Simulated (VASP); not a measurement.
# AlC (Fm-3m) in VASP: a series of runs

Runs on AlC. Level: PBE. Tasks: single point, relaxation of cell and atoms.

Program: VASP 6.6.1. These are calculated values, not measurements. Logs are shortened: lines on timing, memory, paths and dates and some standing lists are left out, and cuts for length are marked.

## (1) The cell of the first run

It takes space group Fm-3m (No. 225, cubic). Conventional cell: a = 4.270 Å, b = 4.270 Å, c = 4.270 Å, α = 90.00°, β = 90.00°, γ = 90.00°. Al (site symmetry m-3m) has 6 C at 2.13 Å within 2.8 Å. C (site symmetry m-3m) has 6 Al at 2.13 Å within 2.8 Å.

## (2) Single point, PBE

Input file INCAR:

```
PREC     = Accurate       # precision mode
ENCUT    = 520            # plane-wave cutoff, eV
EDIFF    = 1E-6           # SCF threshold, eV
ISMEAR   = 0              # smearing method
SIGMA    = 0.1            # smearing width, eV
LREAL    = F              # projectors in reciprocal space
LASPH    = T              # aspherical terms in the spheres
NELM     = 60             # most SCF steps
ALGO     = Normal         # electronic algorithm
ISIF     = 2              # what is computed and relaxed
LWAVE    = F              # write WAVECAR
LCHARG   = F              # write CHGCAR
GGA      = PE             # functional
NBANDS   = 10             # bands
```

Input file KPOINTS:

```
regular mesh
0
Gamma
  22 22 22
```

Input file POSCAR:

```
AlC
1.0
    0.0000000000      2.1348859966      2.1348859966
    2.1348859966      0.0000000000      2.1348859966
    2.1348859966      2.1348859966      0.0000000000
Al C
1 1
Direct
    0.5000000000      0.5000000000      0.5000000000
    0.0000000000      0.0000000000      0.0000000000
```

Potentials or basis: VASP PAW PBE potentials, release 64 (Al, C).

Run with:

```bash
> cat potpaw_PBE.64/Al/POTCAR potpaw_PBE.64/C/POTCAR > POTCAR
> mpirun -np 1 vasp_std > vasp.out
```

OUTCAR:

```text
PREC = Accurate
   ENCUT = 520
   EDIFF = 1E-6
   ISMEAR = 0
   LREAL = F
   LASPH = T
   NELM = 60
   ISIF = 2
   GGA = PE

 ion  position               nearest neighbor table
   1  0.500  0.500  0.500-   2 2.13   2 2.13   2 2.13   2 2.13   2 2.13   2 2.13
   2  0.000  0.000  0.000-   1 2.13   1 2.13   1 2.13   1 2.13   1 2.13   1 2.13

  LATTYP: Found a face centered cubic cell.
 ALAT       =     4.2697719932

  Lattice vectors:

 A1 = (   0.0000000000,   2.1348859966,   2.1348859966)
 A2 = (   2.1348859966,   0.0000000000,   2.1348859966)
 A3 = (   2.1348859966,   2.1348859966,   0.0000000000)

Analysis of symmetry for initial positions (statically):
=====================================================================
 Subroutine PRICEL returns:
 Original cell was already a primitive cell.

 Routine SETGRP: Setting up the symmetry group for a
 face centered cubic supercell.

 Subroutine GETGRP returns: Found 48 space group operations
 (whereof 48 operations were pure point group operations)
 out of a pool of 48 trial point group operations.

The static configuration has the point symmetry O_h .

Analysis of symmetry for dynamics (positions and initial velocities):
=====================================================================
 Subroutine PRICEL returns:
 Original cell was already a primitive cell.

 Routine SETGRP: Setting up the symmetry group for a
 face centered cubic supercell.

 Subroutine GETGRP returns: Found 48 space group operations
 (whereof 48 operations were pure point group operations)
 out of a pool of 48 trial point group operations.

The dynamic configuration has the point symmetry O_h .

 Subroutine INISYM returns: Found 48 space group operations
 (whereof 48 operations are pure point group operations),
 and found     1 'primitive' translations

----------------------------------------------------------------------------------------

                                     Primitive cell

  volume of cell :      19.4605

  direct lattice vectors                    reciprocal lattice vectors
     0.000000000  2.134885997  2.134885997    -0.234204543  0.234204543  0.234204543
     2.134885997  0.000000000  2.134885997     0.234204543 -0.234204543  0.234204543
     2.134885997  2.134885997  0.000000000     0.234204543  0.234204543 -0.234204543

  length of vectors
     3.019184731  3.019184731  3.019184731     0.405654168  0.405654168  0.405654168

  position of ions in fractional coordinates (direct lattice)
     0.500000000  0.500000000  0.500000000
     0.000000000  0.000000000  0.000000000

  ion indices of the primitive-cell ions
   primitive index   ion index
                 1           1
                 2           2

----------------------------------------------------------------------------------------

 KPOINTS: regular mesh

Automatic generation of k-mesh.
 Grid dimensions read from file:
 generate k-points for:   22   22   22

 Generating k-lattice:

  Cartesian coordinates                     Fractional coordinates (reciprocal lattice)
    -0.010645661  0.010645661  0.010645661     0.045454545  0.000000000  0.000000000
     0.010645661 -0.010645661  0.010645661     0.000000000  0.045454545  0.000000000
     0.010645661  0.010645661 -0.010645661     0.000000000  0.000000000  0.045454545

  Length of vectors
     0.018438826  0.018438826  0.018438826

  Shift w.r.t. Gamma in fractional coordinates (k-lattice)
     0.000000000  0.000000000  0.000000000

 Subroutine IBZKPT returns following result:
 ===========================================

 Found    328 irreducible k-points:

 Following reciprocal coordinates:
            Coordinates               Weight
  0.000000  0.000000  0.000000      1.000000
  0.045455  0.000000  0.000000      8.000000
  0.090909  0.000000  0.000000      8.000000
  0.136364  0.000000  0.000000      8.000000
  0.181818  0.000000  0.000000      8.000000
  0.227273  0.000000  0.000000      8.000000
[... 16 lines left out ...]
  0.500000  0.045455  0.000000     24.000000
 -0.454545  0.045455  0.000000     24.000000
 [... further k-points ...]
   k-points           NKPTS =    328   k-points in BZ     NKDIM =    328   number of bands    NBANDS=     10
   number of dos      NEDOS =    301   number of ions     NIONS =      2
   total plane-waves  NPLWV =  13824
   dimension x,y,z NGX =    24 NGY =   24 NGZ =   24
   dimension x,y,z NGXF=    48 NGYF=   48 NGZF=   48
   ions per type =               1   1
   NGX,Y,Z   is equivalent  to a cutoff of  13.22, 13.22, 13.22 a.u.
   NGXF,Y,Z  is equivalent  to a cutoff of  26.43, 26.43, 26.43 a.u.
 SYSTEM =  unknown system
   PREC   = accura    normal or accurate (medium, high low for compatibility)
   ISTART =      0    job   : 0-new  1-cont  2-samecut
   ICHARG =      2    charge: 1-file 2-atom 10-const
   ISPIN  =      1    spin polarized calculation?
   LNONCOLLINEAR =      F non collinear calculations
   LSORBIT =      F    spin-orbit coupling
   LASPH  =      T    aspherical Exc in radial PAW
   ENCUT  =  520.0 eV  38.22 Ry    6.18 a.u.   5.61  5.61  5.61*2*pi/ulx,y,z
   NELM   =     60;   NELMIN=  2; NELMDL= -5     # of ELM steps
   EDIFF  = 0.1E-05   stopping-criterion for ELM
   LREAL  =      F    real-space projection
   EDIFFG = 0.1E-04   stopping-criterion for IOM
   NSW    =      0    number of steps for IOM
   IBRION =     -1    ionic relax: 0-MD 1-quasi-New 2-CG
   NFREE  =      0    steps in history (QN), initial steepest desc. (CG)
   ISIF   =      2    stress and relaxation
   ISYM   =      2    0-nonsym 1-usesym 2-fastsym
   POTIM  = 0.5000    time-step for ionic-motion
   TEBEG  =    0.0;   TEEND  =   0.0 temperature during run
   PSTRESS=    0.0 pullay stress
   NELECT =       7.0000    total number of electrons
   NUPDOWN=      -1.0000    fix difference up-down
   EMIN   =  10.00;   EMAX   =-10.00  energy-range for DOS
   EFERMI =   0.00;   METHOD = LEGACY
   ISMEAR =     0;   SIGMA  =   0.10  broadening in eV -4-tet -1-fermi 0-gaus
   EFERMI_NEDOS =   21; number of points for ismear=-14 and -15
   IALGO  =     38    algorithm
   IMIX   =      4    mixing-type and parameters
     AMIX     =   0.40;   BMIX     =  1.00
     AMIX_MAG =   1.60;   BMIX_MAG =  1.00
  volume/ion in A,a.u.               =       9.73        65.66
  Fermi-wavevector in a.u.,A,eV,Ry     =   1.164277  2.200164 18.443240  1.355540
  Thomas-Fermi vector in A             =   2.300816
   LORBIT       =      0    0 simple, 1 ext, 2 COOP (PROOUT), +10 PAW based schemes
   GGA     = PE    functional components
   LHFCALC =     F    Hartree Fock is set to
   AEXX    =    0.0000 exact exchange contribution
   IVDW    =     0    specifies the selected vdW correction
   LEPSILON=     F    determine dielectric tensor
   LRPA    =     F    only Hartree local field effects (RPA)
 non-spin polarized calculation
 Gauss-broadening in eV      SIGMA  =   0.10
  energy-cutoff  :      520.00
  volume of cell :       19.46
 maximum number of plane-waves:       544
   NGX = 11   NGY = 11   NGZ = 11

 number of electron       7.0000000 magnetization

 Free energy of the ion-electron system (eV)
  ---------------------------------------------------
  ext. energy  EPLUGINS =         0.00000000
  ---------------------------------------------------
  free energy    TOTEN  =       -11.99886891 eV

  energy without entropy =      -11.99424327  energy(sigma->0) =      -11.99655609

 E-fermi :   8.3507     XC(G=0): -11.6247

 val. band max:        8.3365654692   @ k =   0.5000   0.1818   0.0909
 cond. band min:       8.3853389597   @ k =   0.3182   0.1364   0.0000
 fundamental gap:      0.0487734905
 Fermi energy:         8.3507018937

 k-point     1 :       0.0000    0.0000    0.0000
  band No.  band energies     occupation
      1      -6.0588      2.00000
      2       9.8824      0.00000
      3       9.8824      0.00000
      4       9.8824      0.00000
      5      16.5449      0.00000
      6      19.3203      0.00000
      7      19.3203      0.00000
      8      19.3203      0.00000
      9      24.1453      0.00000
     10      24.2513      0.00000

 k-point     2 :       0.0455    0.0000    0.0000
  band No.  band energies     occupation
      1      -6.0157      2.00000
      2       9.6640      0.00000
      3       9.8539      0.00000
      4       9.8539      0.00000
      5      16.6536      0.00000
      6      19.1430      0.00000
      7      19.3922      0.00000
      8      19.3922      0.00000
      9      23.4317      0.00000
     10      23.4317      0.00000

 k-point     3 :       0.0909    0.0000    0.0000
  band No.  band energies     occupation
      1      -5.8867      2.00000
      2       9.0659      0.00000
      3       9.7731      0.00000
      4       9.7731      0.00000
      5      16.8783      0.00000
      6      18.8285      0.00000
      7      19.5774      0.00000
      8      19.5774      0.00000
      9      22.5848      0.00000
     10      22.5848      0.00000

 k-point     4 :       0.1364    0.0000    0.0000
  band No.  band energies     occupation
      1      -5.6729      2.00000
      2       8.2067      1.95826
      3       9.6520      0.00000
      4       9.6520      0.00000
      5      16.9467      0.00000
      6      18.7797      0.00000
      7      19.7482      0.00000
      8      19.7482      0.00000
      9      22.0176      0.00000
     10      22.0176      0.00000
[... 222 lines left out ...]
 k-point    22 :       0.4545    0.0455    0.0000
  band No.  band energies     occupation
      1      -2.5227      2.00000
      2       1.5352      2.00000
      3       8.7013      0.00000
      4       8.7255      0.00000
      5      15.6245      0.00000
      6      17.3482      0.00000
      7      17.8339      0.00000
      8      21.6104      0.00000
      9      23.0679      0.00000
     10      26.4792      0.00000

 k-point    23 :       0.5000    0.0455    0.0000
  band No.  band energies     occupation
      1      -2.1937      2.00000
      2       1.0929      2.00000
      3       8.6246      0.00011
      4       8.7422      0.00000
      5      15.5870      0.00000
      6      17.3116      0.00000
      7      17.6895      0.00000
      8      21.6243      0.00000
      9      23.2071      0.00000
     10      27.2391      0.00000

 k-point    24 :      -0.4545    0.0455    0.0000
  band No.  band energies     occupation
      1      -2.2666      2.00000
      2       1.1886      2.00000
      3       8.5834      0.00100
      4       8.7950      0.00000
      5      15.5988      0.00000
      6      17.3820      0.00000
      7      17.6476      0.00000
      8      21.6242      0.00000
      9      23.1928      0.00000
     10      27.1390      0.00000

 [... further k-points ...]

------------------------ aborting loop because EDIFF is reached ----------------------------------------

  FORCE on cell =-STRESS in cart. coord.  units (eV):
  Direction    XX          YY          ZZ          XY          YZ          ZX
  --------------------------------------------------------------------------------------
  -------------------------------------------------------------------------------------
  Total       -0.0076807     -0.0076807     -0.0076807      0.0000000      0.0000000      0.0000000
  in kB       -0.6323508     -0.6323508     -0.6323508      0.0000000      0.0000000      0.0000000
  external PRESSURE =      -0.6323508 kB  Pullay stress =       0.0000000 kB

 VOLUME and BASIS-vectors are now :
 -----------------------------------------------------------------------------
  energy-cutoff  :      520.00
  volume of cell :       19.46
      direct lattice vectors                 reciprocal lattice vectors
     0.000000000  2.134885997  2.134885997    -0.234204543  0.234204543  0.234204543
     2.134885997  0.000000000  2.134885997     0.234204543 -0.234204543  0.234204543
     2.134885997  2.134885997  0.000000000     0.234204543  0.234204543 -0.234204543

 POSITION                                       TOTAL-FORCE (eV/Angst)
 -----------------------------------------------------------------------------------
      2.13489      2.13489      2.13489        -0.000000     -0.000000      0.000000
      0.00000      0.00000      0.00000         0.000000      0.000000     -0.000000
 -----------------------------------------------------------------------------------
    total drift:                                0.000000     -0.000000     -0.000000

  FREE ENERGIE OF THE ION-ELECTRON SYSTEM (eV)
  ---------------------------------------------------
  free  energy   TOTEN  =       -11.9988689100 eV

  energy  without entropy=      -11.9942432705  energy(sigma->0) =      -11.99655609
```

Run time: 71 s. Hardware: 1 thread of Intel Xeon 8259CL, shared host; peak memory 0.18 GiB.

Results:

| Quantity | Value |
| --- | --- |
| Free energy | -11.9989 eV |
| Pressure | -0.1 GPa |
| Band gap on the k mesh | zero (an odd number of electrons rules out a gap without spin polarisation) |

Caveat: an odd number of electrons without spin polarisation forces a metal; a magnetic or distorted state may lie lower.

## (3) Relaxation of cell and atoms, PBE

Input file INCAR:

```
SYSTEM = AlC
  PREC = Accurate
  ENCUT = 600
  EDIFF = 1E-6
  ISMEAR = 0
  SIGMA = 0.1
  LREAL = .FALSE.
  LASPH = .TRUE.
  NELM = 100
  ALGO = Normal
  ISIF = 3
  LWAVE = .FALSE.
  LCHARG = .FALSE.
  GGA = PE
  IBRION = 2
  NSW = 100
  EDIFFG = -0.01
```

Input file KPOINTS:

```
regular mesh
0
G
  22 22 22
  0 0 0
```

POSCAR is that of step 2.

Potentials or basis: VASP PAW PBE potentials, release 64 (Al, C).

Run with:

```bash
> cat potpaw_PBE.64/Al/POTCAR potpaw_PBE.64/C/POTCAR > POTCAR
> mpirun -np 1 vasp_std > vasp.out
```

Wall time 73 s (1 thread of Intel Xeon 8259CL, shared host); peak memory 0.18 GiB.

It converged, with:

```
Free energy                           : -11.9997 eV
Relaxed volume                        : 9.71 Å³/atom
Relaxed cell                          : a = 3.018 Å, b = 3.018 Å, c = 3.018 Å, α = 60.00°, β = 60.00°, γ = 60.00°
Space group after relaxing (to 0.1 Å) : Fm-3m (No. 225)
Energy gained by relaxing             : 0.0 meV/atom
Ionic steps                           : 2
Pressure after relaxing               : 0.1 GPa
Band gap on the k mesh                : zero (an odd number of electrons rules out a gap without spin polarisation)
```

Final structure:
```cif
data_structure
_symmetry_space_group_name_H-M 'P 1'
_symmetry_Int_Tables_number 1
_cell_length_a 3.0175
_cell_length_b 3.0175
_cell_length_c 3.0175
_cell_angle_alpha 60.000
_cell_angle_beta 60.000
_cell_angle_gamma 60.000
_cell_volume 19.43
loop_
_atom_site_label
_atom_site_type_symbol
_atom_site_fract_x
_atom_site_fract_y
_atom_site_fract_z
_atom_site_occupancy
Al1 Al 0.50000 0.50000 0.50000 1
C1 C 0.00000 0.00000 0.00000 1
```

Levels at points of the mesh, in eV from the Fermi level:
```tsv
k point	band 1	band 2	band 3	band 4	band 5	band 6	band 7
(0.00, 0.00, 0.00)	-14.42	1.53	1.53	1.53	8.22	10.98	10.98
(0.50, 0.00, 0.00)	-10.55	-7.34	0.45	0.45	7.09	9.22	9.22
(0.50, 0.50, 0.00)	-9.24	-6.26	-1.63	-1.63	3.59	4.90	14.92
```

Caveat: an odd number of electrons without spin polarisation forces a metal; a magnetic or distorted state may lie lower.

The gap in the log of VASP goes by the Fermi energy; the results here count the filled bands.